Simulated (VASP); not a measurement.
# Ni (Im-3m) in VASP: single point with PBE

Aim: the single point of Ni with PBE.

Program: VASP 6.6.1. These are calculated values, not measurements. Logs are shortened: lines on timing, memory, paths and dates and some standing lists are left out, and cuts for length are marked.

## Step 1: The cell of the first run

Symmetry: Im-3m, No. 229, cubic system. Conventional cell: a = 2.761 Å, b = 2.761 Å, c = 2.761 Å, α = 90.00°, β = 90.00°, γ = 90.00°. Ni (site symmetry m-3m) has 14 Ni at 2.39 to 2.76 Å within 3.2 Å.

## Step 2: Single point, PBE, non-collinear spin, typed start

INCAR

```
PREC     = Accurate       # precision mode
ENCUT    = 520            # plane-wave cutoff, eV
EDIFF    = 1E-6           # SCF threshold, eV
ISMEAR   = -1             # smearing method
SIGMA    = 0.1            # smearing width, eV
LREAL    = False          # projectors in reciprocal space
LASPH    = True           # aspherical terms in the spheres
NELM     = 150            # most SCF steps
ALGO     = Normal         # electronic algorithm
ISIF     = 2              # what is computed and relaxed
LWAVE    = False          # write WAVECAR
LCHARG   = False          # write CHGCAR
LNONCOLLINEAR= True           # non-collinear magnetism
MAGMOM   = 1.012 0.832 1.512 0.189 -0.216 0.41 # initial moments
LORBIT   = 11             # projections on sites
LMAXMIX  = 4              # l up to which the mixer works
GGA      = PE             # functional
NBANDS   = 32             # bands
```

KPOINTS

```
regular mesh
0
Gamma
  3 3 3
```

POSCAR

```
Ni
1.0
    2.7611000000      0.0000000000      0.0000000000
    0.0000000000      2.7611000000      0.0000000000
    0.0000000000      0.0000000000      2.7611000000
Ni
2
Direct
    0.0000000000      0.0000000000      0.0000000000
    0.5000000000      0.5000000000      0.5000000000
```

Potentials or basis: VASP PAW PBE potentials, release 64 (Ni).

Command:

```sh
$ cat potpaw_PBE.64/Ni/POTCAR > POTCAR
$ mpirun -np 1 vasp_ncl > vasp.out
```

OUTCAR:

```text
PREC = Accurate
   ENCUT = 520
   EDIFF = 1E-6
   ISMEAR = -1
   LREAL = False
   LASPH = True
   NELM = 150
   ISIF = 2
   LNONCOLLINEAR = True
   LORBIT = 11
   GGA = PE

 ion  position               nearest neighbor table
   1  0.000  0.000  0.000-   2 2.39   2 2.39   2 2.39   2 2.39   2 2.39   2 2.39   2 2.39   2 2.39

   2  0.500  0.500  0.500-   1 2.39   1 2.39   1 2.39   1 2.39   1 2.39   1 2.39   1 2.39   1 2.39

  LATTYP: Found a simple cubic cell.
 ALAT       =     2.7611000000

  Lattice vectors:

 A1 = (   2.7611000000,   0.0000000000,   0.0000000000)
 A2 = (   0.0000000000,   2.7611000000,   0.0000000000)
 A3 = (   0.0000000000,   0.0000000000,   2.7611000000)

Analysis of symmetry for initial positions (statically):
=====================================================================
 Subroutine PRICEL returns following result:

  LATTYP: Found a body centered cubic cell.
 ALAT       =     2.7611000000

  Lattice vectors:

 A1 = (   1.3805500000,   1.3805500000,  -1.3805500000)
 A2 = (  -1.3805500000,   1.3805500000,   1.3805500000)
 A3 = (   1.3805500000,  -1.3805500000,   1.3805500000)

   2 primitive cells build up your supercell.

 Routine SETGRP: Setting up the symmetry group for a
 simple cubic supercell.

 Subroutine GETGRP returns: Found 48 space group operations
 (whereof 48 operations were pure point group operations)
 out of a pool of 48 trial point group operations.

The static configuration has the point symmetry O_h .

Analysis of symmetry for dynamics (positions and initial velocities):
=====================================================================
 Subroutine PRICEL returns following result:

  LATTYP: Found a body centered cubic cell.
 ALAT       =     2.7611000000

  Lattice vectors:

 A1 = (   1.3805500000,   1.3805500000,  -1.3805500000)
 A2 = (  -1.3805500000,   1.3805500000,   1.3805500000)
 A3 = (   1.3805500000,  -1.3805500000,   1.3805500000)

   2 primitive cells build up your supercell.

 Routine SETGRP: Setting up the symmetry group for a
 simple cubic supercell.

 Subroutine GETGRP returns: Found 48 space group operations
 (whereof 48 operations were pure point group operations)
 out of a pool of 48 trial point group operations.

The dynamic configuration has the point symmetry O_h .

Analysis of structural, dynamic, and magnetic symmetry:
=====================================================================
 Subroutine PRICEL returns:
 Original cell was already a primitive cell.

 Routine SETGRP: Setting up the symmetry group for a
 simple cubic supercell.

 Subroutine GETGRP returns: Found  2 space group operations
 (whereof  2 operations were pure point group operations)
 out of a pool of 48 trial point group operations.

The overall configuration has the point symmetry S_2 .

 Subroutine INISYM returns: Found  2 space group operations
 (whereof  2 operations are pure point group operations),
 and found     1 'primitive' translations

----------------------------------------------------------------------------------------

                                     Primitive cell

  volume of cell :      21.0497

  direct lattice vectors                    reciprocal lattice vectors
     2.761100000  0.000000000  0.000000000     0.362174496  0.000000000  0.000000000
     0.000000000  2.761100000  0.000000000     0.000000000  0.362174496  0.000000000
     0.000000000  0.000000000  2.761100000     0.000000000  0.000000000  0.362174496

  length of vectors
     2.761100000  2.761100000  2.761100000     0.362174496  0.362174496  0.362174496

  position of ions in fractional coordinates (direct lattice)
     0.000000000  0.000000000  0.000000000
     0.500000000  0.500000000  0.500000000

[... 23 lines left out ...]
  Shift w.r.t. Gamma in fractional coordinates (k-lattice)
     0.000000000  0.000000000  0.000000000

 Subroutine IBZKPT returns following result:
 ===========================================

 Found     14 irreducible k-points:

 Following reciprocal coordinates:
            Coordinates               Weight
  0.000000  0.000000  0.000000      1.000000
  0.333333  0.000000  0.000000      2.000000
  0.000000  0.333333  0.000000      2.000000
  0.000000  0.000000  0.333333      2.000000
  0.333333  0.333333  0.000000      2.000000
  0.000000  0.333333  0.333333      2.000000
  0.333333  0.000000  0.333333      2.000000
 -0.333333  0.333333  0.000000      2.000000
 -0.333333  0.000000  0.333333      2.000000
  0.000000 -0.333333  0.333333      2.000000
  0.333333  0.333333  0.333333      2.000000
 -0.333333  0.333333  0.333333      2.000000
 -0.333333 -0.333333  0.333333      2.000000
  0.333333 -0.333333  0.333333      2.000000
   k-points           NKPTS =     14   k-points in BZ     NKDIM =     14   number of bands    NBANDS=     32
   number of dos      NEDOS =    301   number of ions     NIONS =      2
   total plane-waves  NPLWV =  13824
   dimension x,y,z NGX =    24 NGY =   24 NGZ =   24
   dimension x,y,z NGXF=    48 NGYF=   48 NGZF=   48
   ions per type =               2
   NGX,Y,Z   is equivalent  to a cutoff of  14.45, 14.45, 14.45 a.u.
   NGXF,Y,Z  is equivalent  to a cutoff of  28.90, 28.90, 28.90 a.u.
 SYSTEM =  unknown system
   PREC   = accura    normal or accurate (medium, high low for compatibility)
   ISTART =      0    job   : 0-new  1-cont  2-samecut
   ICHARG =      2    charge: 1-file 2-atom 10-const
   ISPIN  =      1    spin polarized calculation?
   LNONCOLLINEAR =      T non collinear calculations
   LSORBIT =      F    spin-orbit coupling
   LASPH  =      T    aspherical Exc in radial PAW
   ENCUT  =  520.0 eV  38.22 Ry    6.18 a.u.   5.13  5.13  5.13*2*pi/ulx,y,z
   NELM   =    150;   NELMIN=  2; NELMDL= -5     # of ELM steps
   EDIFF  = 0.1E-05   stopping-criterion for ELM
   LREAL  =      F    real-space projection
   EDIFFG = 0.1E-04   stopping-criterion for IOM
   NSW    =      0    number of steps for IOM
   IBRION =     -1    ionic relax: 0-MD 1-quasi-New 2-CG
   NFREE  =      0    steps in history (QN), initial steepest desc. (CG)
   ISIF   =      2    stress and relaxation
   ISYM   =      2    0-nonsym 1-usesym 2-fastsym
   POTIM  = 0.5000    time-step for ionic-motion
   TEBEG  =    0.0;   TEEND  =   0.0 temperature during run
   PSTRESS=    0.0 pullay stress
   NELECT =      20.0000    total number of electrons
   NUPDOWN=      -1.0000    fix difference up-down
   EMIN   =  10.00;   EMAX   =-10.00  energy-range for DOS
   EFERMI =   0.00;   METHOD = LEGACY
   ISMEAR =    -1;   SIGMA  =   0.10  broadening in eV -4-tet -1-fermi 0-gaus
   EFERMI_NEDOS =   21; number of points for ismear=-14 and -15
   IALGO  =     38    algorithm
   IMIX   =      4    mixing-type and parameters
     AMIX     =   0.40;   BMIX     =  1.00
     AMIX_MAG =   1.60;   BMIX_MAG =  1.00
  volume/ion in A,a.u.               =      10.52        71.03
  Fermi-wavevector in a.u.,A,eV,Ry     =   1.609420  3.041363 35.242250  2.590232
  Thomas-Fermi vector in A             =   2.705133
   LORBIT       =     11    0 simple, 1 ext, 2 COOP (PROOUT), +10 PAW based schemes
   GGA     = PE    functional components
   LHFCALC =     F    Hartree Fock is set to
   AEXX    =    0.0000 exact exchange contribution
   IVDW    =     0    specifies the selected vdW correction
   LEPSILON=     F    determine dielectric tensor
   LRPA    =     F    only Hartree local field effects (RPA)
  energy-cutoff  :      520.00
  volume of cell :       21.05
 maximum number of plane-waves:      1174
 NGX is ok and might be reduce to    24
   NGX = 11   NGY = 11   NGZ = 11

 number of electron      20.0000007 magnetization       0.0234929      0.0187860      0.0354767

 Free energy of the ion-electron system (eV)
  ---------------------------------------------------
  ext. energy  EPLUGINS =         0.00000000
  ---------------------------------------------------
  free energy    TOTEN  =       -11.10647325 eV

  energy without entropy =      -10.98949102  energy(sigma->0) =      -11.04798214

 E-fermi :   9.5125     XC(G=0): -13.4516

 val. band max:        9.3687926553   @ k =   0.0000   0.0000   0.3333
 cond. band min:       9.7706512304   @ k =   0.0000   0.0000   0.0000
 fundamental gap:      0.4018585751
 Fermi energy:         9.5124784143

 k-point     1 :       0.0000    0.0000    0.0000
  band No.  band energies     occupation
      1       0.5985      1.00000
      2       0.5999      1.00000
      3       5.4813      1.00000
      4       5.4813      1.00000
      5       5.5012      1.00000
      6       5.5012      1.00000
[... 479 lines left out ...]
     31      22.9973      0.00000
     32      22.9973      0.00000

------------------------ aborting loop because EDIFF is reached ----------------------------------------

  FORCE on cell =-STRESS in cart. coord.  units (eV):
  Direction    XX          YY          ZZ          XY          YZ          ZX
  --------------------------------------------------------------------------------------
  -------------------------------------------------------------------------------------
  Total        0.6375693      0.6375708      0.6375674      0.0000003      0.0000001      0.0000009
  in kB       48.5279089     48.5280253     48.5277645      0.0000248      0.0000055      0.0000709
  external PRESSURE =      48.5278996 kB  Pullay stress =       0.0000000 kB

 VOLUME and BASIS-vectors are now :
 -----------------------------------------------------------------------------
  energy-cutoff  :      520.00
  volume of cell :       21.05
      direct lattice vectors                 reciprocal lattice vectors
     2.761100000  0.000000000  0.000000000     0.362174496  0.000000000  0.000000000
     0.000000000  2.761100000  0.000000000     0.000000000  0.362174496  0.000000000
     0.000000000  0.000000000  2.761100000     0.000000000  0.000000000  0.362174496

 POSITION                                       TOTAL-FORCE (eV/Angst)
 -----------------------------------------------------------------------------------
      0.00000      0.00000      0.00000         0.000000      0.000000      0.000000
      1.38055      1.38055      1.38055         0.000000      0.000000      0.000000
 -----------------------------------------------------------------------------------
    total drift:                                0.000000     -0.000000     -0.000000

  FREE ENERGIE OF THE ION-ELECTRON SYSTEM (eV)
  ---------------------------------------------------
  free  energy   TOTEN  =       -11.1064732463 eV

  energy  without entropy=      -10.9894910241  energy(sigma->0) =      -11.04798214

 total charge

# of ion       s       p       d       tot
------------------------------------------
    1        0.512   0.515   8.345   9.372
    2        0.512   0.515   8.345   9.372
--------------------------------------------------
tot          1.024   1.030  16.690  18.744

 magnetization (x)

# of ion       s       p       d       tot
------------------------------------------
    1       -0.000  -0.000   0.012   0.012
    2       -0.000  -0.000   0.012   0.012
--------------------------------------------------
tot         -0.000  -0.001   0.025   0.024

 magnetization (y)

# of ion       s       p       d       tot
------------------------------------------
    1       -0.000  -0.000   0.010   0.010
    2       -0.000  -0.000   0.010   0.010
--------------------------------------------------
tot         -0.000  -0.001   0.020   0.019

 magnetization (z)

# of ion       s       p       d       tot
------------------------------------------
    1       -0.000  -0.001   0.019   0.018
    2       -0.000  -0.001   0.019   0.018
--------------------------------------------------
tot         -0.000  -0.001   0.038   0.036
```

Run time: 17 s. Hardware: 1 thread of Intel Xeon 6975P-C (Granite Rapids), shared host; peak memory 0.19 GiB.

Results:

| Quantity | Value |
| --- | --- |
| Free energy | -11.1065 eV |
| Pressure | 4.9 GPa |
| Band gap on the k mesh | zero (band 20 reaches 9.80 eV, above the bottom of band 21 at 9.34 eV) |
| Net moment | 0.05 μB per cell |
| Valence electrons inside the program's atomic spheres | Ni 9.37 |

Levels at points of the mesh, in eV from the Fermi level:
```tsv
k point	band 16	band 17	band 18	band 19	band 20	band 21	band 22	band 23	band 24	band 25
(0.00, 0.00, 0.00)	-0.47	0.26	0.26	0.26	0.29	0.29	0.29	10.21	10.21	10.21
```

Moments on the atoms (μB; x, y, z):
```
Ni  0.01 0.01 0.02
Ni  0.01 0.01 0.02
```

Caveat: the k points lie up to 0.76 Å⁻¹ apart; the starting moments collapsed, and a magnetic state may lie lower.
